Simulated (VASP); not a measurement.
# SnTe (Fm-3m) in VASP: single point with PBE

Aim: the single point of SnTe with PBE.

Program: VASP 6.6.1. These are calculated values, not measurements. Logs are shortened: lines on timing, memory, paths and dates and some standing lists are left out, and cuts for length are marked.

## (1) The cell of the first run

It takes space group Fm-3m (No. 225, cubic). The conventional cell has a = 6.302 Å, b = 6.302 Å, c = 6.302 Å, α = 90.00°, β = 90.00°, γ = 90.00°. Sn (site symmetry m-3m) has 6 Te at 3.15 Å within 4.1 Å. Te (site symmetry m-3m) has 6 Sn at 3.15 Å within 4.1 Å.

## (2) Single point, PBE

INCAR reads:

```
SYSTEM = SnTe
PREC = Accurate
ENCUT = 500
EDIFF = 1E-6
ISMEAR = 0
SIGMA = 0.01
LREAL = .False.
LASPH = .True.
NELM = 120
ALGO = Normal
ISIF = 2
LWAVE = .False.
LCHARG = .True.
GGA = PE
LELF = .True.
LVHAR = .True.
NBANDS = 17
GGA_COMPAT = .False.
```

KPOINTS reads:

```
Automatic mesh
0
Gamma
  4 4 4
  0 0 0
```

POSCAR reads:

```
SnTe
1.0
    0.0000000000      3.1508500000      3.1508500000
    3.1508500000      0.0000000000      3.1508500000
    3.1508500000      3.1508500000      0.0000000000
Sn Te
1 1
Direct
    0.0000000000      0.0000000000      0.0000000000
    0.5000000000      0.5000000000      0.5000000000
```

Potentials or basis: VASP PAW PBE potentials, release 64 (Sn_d, Te).

Run with:

```
$ cat potpaw_PBE.64/Sn_d/POTCAR potpaw_PBE.64/Te/POTCAR > POTCAR
$ mpirun -np 1 vasp_std > vasp.out
```

OUTCAR:

```text
SYSTEM = SnTe
   PREC = Accurate
   ENCUT = 500
   EDIFF = 1E-6
   ISMEAR = 0
   LREAL = .False.
   LASPH = .True.
   NELM = 120
   ISIF = 2
   GGA = PE

 ion  position               nearest neighbor table
   1  0.000  0.000  0.000-   2 3.15   2 3.15   2 3.15   2 3.15   2 3.15   2 3.15
   2  0.500  0.500  0.500-   1 3.15   1 3.15   1 3.15   1 3.15   1 3.15   1 3.15

  LATTYP: Found a face centered cubic cell.
 ALAT       =     6.3017000000

  Lattice vectors:

 A1 = (   0.0000000000,   3.1508500000,   3.1508500000)
 A2 = (   3.1508500000,   0.0000000000,   3.1508500000)
 A3 = (   3.1508500000,   3.1508500000,   0.0000000000)

Analysis of symmetry for initial positions (statically):
=====================================================================
 Subroutine PRICEL returns:
 Original cell was already a primitive cell.

 Routine SETGRP: Setting up the symmetry group for a
 face centered cubic supercell.

 Subroutine GETGRP returns: Found 48 space group operations
 (whereof 48 operations were pure point group operations)
 out of a pool of 48 trial point group operations.

The static configuration has the point symmetry O_h .

Analysis of symmetry for dynamics (positions and initial velocities):
=====================================================================
 Subroutine PRICEL returns:
 Original cell was already a primitive cell.

 Routine SETGRP: Setting up the symmetry group for a
 face centered cubic supercell.

 Subroutine GETGRP returns: Found 48 space group operations
 (whereof 48 operations were pure point group operations)
 out of a pool of 48 trial point group operations.

The dynamic configuration has the point symmetry O_h .

 Subroutine INISYM returns: Found 48 space group operations
 (whereof 48 operations are pure point group operations),
 and found     1 'primitive' translations

----------------------------------------------------------------------------------------

                                     Primitive cell

  volume of cell :      62.5624

  direct lattice vectors                    reciprocal lattice vectors
     0.000000000  3.150850000  3.150850000    -0.158687338  0.158687338  0.158687338
     3.150850000  0.000000000  3.150850000     0.158687338 -0.158687338  0.158687338
     3.150850000  3.150850000  0.000000000     0.158687338  0.158687338 -0.158687338

  length of vectors
     4.455974803  4.455974803  4.455974803     0.274854533  0.274854533  0.274854533

  position of ions in fractional coordinates (direct lattice)
     0.000000000  0.000000000  0.000000000
     0.500000000  0.500000000  0.500000000

  ion indices of the primitive-cell ions
   primitive index   ion index
                 1           1
                 2           2

----------------------------------------------------------------------------------------

 KPOINTS: Automatic mesh

Automatic generation of k-mesh.
 Grid dimensions read from file:
 generate k-points for:    4    4    4

 Generating k-lattice:

  Cartesian coordinates                     Fractional coordinates (reciprocal lattice)
    -0.039671835  0.039671835  0.039671835     0.250000000  0.000000000  0.000000000
     0.039671835 -0.039671835  0.039671835     0.000000000  0.250000000  0.000000000
     0.039671835  0.039671835 -0.039671835     0.000000000  0.000000000  0.250000000

  Length of vectors
     0.068713633  0.068713633  0.068713633

  Shift w.r.t. Gamma in fractional coordinates (k-lattice)
     0.000000000  0.000000000  0.000000000

 Subroutine IBZKPT returns following result:
 ===========================================

 Found      8 irreducible k-points:

 Following reciprocal coordinates:
            Coordinates               Weight
  0.000000  0.000000  0.000000      1.000000
  0.250000  0.000000  0.000000      8.000000
  0.500000  0.000000  0.000000      4.000000
  0.250000  0.250000  0.000000      6.000000
  0.500000  0.250000  0.000000     24.000000
 -0.250000  0.250000  0.000000     12.000000
  0.500000  0.500000  0.000000      3.000000
 -0.250000  0.500000  0.250000      6.000000
   k-points           NKPTS =      8   k-points in BZ     NKDIM =      8   number of bands    NBANDS=     17
   number of dos      NEDOS =    301   number of ions     NIONS =      2
   total plane-waves  NPLWV =  32768
   dimension x,y,z NGX =    32 NGY =   32 NGZ =   32
   dimension x,y,z NGXF=    64 NGYF=   64 NGZF=   64
   ions per type =               1   1
   NGX,Y,Z   is equivalent  to a cutoff of  11.94, 11.94, 11.94 a.u.
   NGXF,Y,Z  is equivalent  to a cutoff of  23.88, 23.88, 23.88 a.u.
 SYSTEM =  SnTe
   PREC   = accura    normal or accurate (medium, high low for compatibility)
   ISTART =      0    job   : 0-new  1-cont  2-samecut
   ICHARG =      2    charge: 1-file 2-atom 10-const
   ISPIN  =      1    spin polarized calculation?
   LNONCOLLINEAR =      F non collinear calculations
   LSORBIT =      F    spin-orbit coupling
   LASPH  =      T    aspherical Exc in radial PAW
   ENCUT  =  500.0 eV  36.75 Ry    6.06 a.u.   8.12  8.12  8.12*2*pi/ulx,y,z
   NELM   =    120;   NELMIN=  2; NELMDL= -5     # of ELM steps
   EDIFF  = 0.1E-05   stopping-criterion for ELM
   LREAL  =      F    real-space projection
   EDIFFG = 0.1E-04   stopping-criterion for IOM
   NSW    =      0    number of steps for IOM
   IBRION =     -1    ionic relax: 0-MD 1-quasi-New 2-CG
   NFREE  =      0    steps in history (QN), initial steepest desc. (CG)
   ISIF   =      2    stress and relaxation
   ISYM   =      2    0-nonsym 1-usesym 2-fastsym
   POTIM  = 0.5000    time-step for ionic-motion
   TEBEG  =    0.0;   TEEND  =   0.0 temperature during run
   PSTRESS=    0.0 pullay stress
   NELECT =      20.0000    total number of electrons
   NUPDOWN=      -1.0000    fix difference up-down
   EMIN   =  10.00;   EMAX   =-10.00  energy-range for DOS
   EFERMI =   0.00;   METHOD = LEGACY
   ISMEAR =     0;   SIGMA  =   0.01  broadening in eV -4-tet -1-fermi 0-gaus
   EFERMI_NEDOS =   21; number of points for ismear=-14 and -15
   IALGO  =     38    algorithm
   IMIX   =      4    mixing-type and parameters
     AMIX     =   0.40;   BMIX     =  1.00
     AMIX_MAG =   1.60;   BMIX_MAG =  1.00
  volume/ion in A,a.u.               =      31.28       211.10
  Fermi-wavevector in a.u.,A,eV,Ry     =   1.119387  2.115336 17.048485  1.253028
  Thomas-Fermi vector in A             =   2.256026
   LORBIT       =      0    0 simple, 1 ext, 2 COOP (PROOUT), +10 PAW based schemes
   GGA     = PE    functional components
   LHFCALC =     F    Hartree Fock is set to
   AEXX    =    0.0000 exact exchange contribution
   IVDW    =     0    specifies the selected vdW correction
   LEPSILON=     F    determine dielectric tensor
   LRPA    =     F    only Hartree local field effects (RPA)
 non-spin polarized calculation
 Gauss-broadening in eV      SIGMA  =   0.01
  energy-cutoff  :      500.00
  volume of cell :       62.56
 maximum number of plane-waves:      1639
   NGX = 17   NGY = 17   NGZ = 17

 number of electron      20.0000011 magnetization

 Free energy of the ion-electron system (eV)
  ---------------------------------------------------
  ext. energy  EPLUGINS =         0.00000000
  ---------------------------------------------------
  free energy    TOTEN  =        -7.54232801 eV

  energy without entropy =       -7.54232801  energy(sigma->0) =       -7.54232801

 E-fermi :   6.9885     XC(G=0):  -9.5178

 val. band max:        6.9419296594   @ k =   0.5000   0.0000   0.0000
 cond. band min:       7.0369460129   @ k =   0.5000   0.0000   0.0000
 fundamental gap:      0.0950163536
 Fermi energy:         6.9884846614

 k-point     1 :       0.0000    0.0000    0.0000
  band No.  band energies     occupation
      1     -15.0039      2.00000
      2     -15.0039      2.00000
      3     -14.9963      2.00000
      4     -14.9963      2.00000
      5     -14.9963      2.00000
      6      -5.8802      2.00000
[... 9 lines left out ...]
     16      11.6906      0.00000
     17      13.7551      0.00000

 k-point     2 :       0.2500    0.0000    0.0000
  band No.  band energies     occupation
      1     -15.0062      2.00000
      2     -15.0062      2.00000
      3     -14.9954      2.00000
      4     -14.9930      2.00000
      5     -14.9930      2.00000
      6      -5.3797      2.00000
[... 9 lines left out ...]
     16      12.9002      0.00000
     17      16.7369      0.00000

 k-point     3 :       0.5000    0.0000    0.0000
  band No.  band energies     occupation
      1     -15.0089      2.00000
      2     -15.0089      2.00000
      3     -14.9946      2.00000
      4     -14.9894      2.00000
      5     -14.9894      2.00000
      6      -4.6042      2.00000
[... 9 lines left out ...]
     16      15.7819      0.00000
     17      15.7819      0.00000

 k-point     4 :       0.2500    0.2500    0.0000
  band No.  band energies     occupation
      1     -15.0118      2.00000
      2     -15.0015      2.00000
      3     -14.9981      2.00000
      4     -14.9910      2.00000
      5     -14.9910      2.00000
      6      -5.2225      2.00000
[... 9 lines left out ...]
     16      14.5316      0.00000
     17      14.5316      0.00000

 k-point     5 :       0.5000    0.2500    0.0000
  band No.  band energies     occupation
      1     -15.0146      2.00000
      2     -15.0037      2.00000
      3     -14.9960      2.00000
      4     -14.9892      2.00000
      5     -14.9878      2.00000
      6      -4.4762      2.00000
[... 9 lines left out ...]
     16      16.0972      0.00000
     17      16.9979      0.00000

 k-point     6 :      -0.2500    0.2500    0.0000
  band No.  band energies     occupation
      1     -15.0092      2.00000
      2     -15.0075      2.00000
      3     -14.9932      2.00000
      4     -14.9911      2.00000
      5     -14.9907      2.00000
      6      -4.7198      2.00000
[... 9 lines left out ...]
     16      14.8393      0.00000
     17      15.8453      0.00000

 k-point     7 :       0.5000    0.5000    0.0000
  band No.  band energies     occupation
      1     -15.0212      2.00000
      2     -15.0000      2.00000
      3     -14.9991      2.00000
      4     -14.9855      2.00000
      5     -14.9855      2.00000
      6      -4.3035      2.00000
[... 9 lines left out ...]
     16      17.5037      0.00000
     17      18.0476      0.00000

 k-point     8 :      -0.2500    0.5000    0.2500
  band No.  band energies     occupation
      1     -15.0157      2.00000
      2     -15.0039      2.00000
      3     -14.9929      2.00000
      4     -14.9929      2.00000
      5     -14.9855      2.00000
      6      -4.2151      2.00000
[... 9 lines left out ...]
     16      17.3074      0.00000
     17      17.8436      0.00000

------------------------ aborting loop because EDIFF is reached ----------------------------------------

  FORCE on cell =-STRESS in cart. coord.  units (eV):
  Direction    XX          YY          ZZ          XY          YZ          ZX
  --------------------------------------------------------------------------------------
  -------------------------------------------------------------------------------------
  Total        0.5918401      0.5918401      0.5918401     -0.0000000      0.0000000     -0.0000000
  in kB       15.1566002     15.1566002     15.1566002     -0.0000000      0.0000000     -0.0000000
  external PRESSURE =      15.1566002 kB  Pullay stress =       0.0000000 kB

 VOLUME and BASIS-vectors are now :
 -----------------------------------------------------------------------------
  energy-cutoff  :      500.00
  volume of cell :       62.56
      direct lattice vectors                 reciprocal lattice vectors
     0.000000000  3.150850000  3.150850000    -0.158687338  0.158687338  0.158687338
     3.150850000  0.000000000  3.150850000     0.158687338 -0.158687338  0.158687338
     3.150850000  3.150850000  0.000000000     0.158687338  0.158687338 -0.158687338

 POSITION                                       TOTAL-FORCE (eV/Angst)
 -----------------------------------------------------------------------------------
      0.00000      0.00000      0.00000        -0.000000     -0.000000      0.000000
      3.15085      3.15085      3.15085         0.000000      0.000000     -0.000000
 -----------------------------------------------------------------------------------
    total drift:                                0.000000     -0.000000     -0.000000

  FREE ENERGIE OF THE ION-ELECTRON SYSTEM (eV)
  ---------------------------------------------------
  free  energy   TOTEN  =        -7.5423280134 eV

  energy  without entropy=       -7.5423280134  energy(sigma->0) =       -7.54232801
```

It took 8.4 s on 1 thread of Intel Xeon Platinum 8488C (Sapphire Rapids), shared host; peak memory 0.17 GiB.

What came out:

- Free energy: -7.5423 eV
- Pressure: 1.5 GPa
- Band gap on the k mesh: 0.10 eV, direct

Caveat: the k points lie up to 0.43 Å⁻¹ apart; spin-orbit coupling is left out, which moves the levels of the heavy elements.
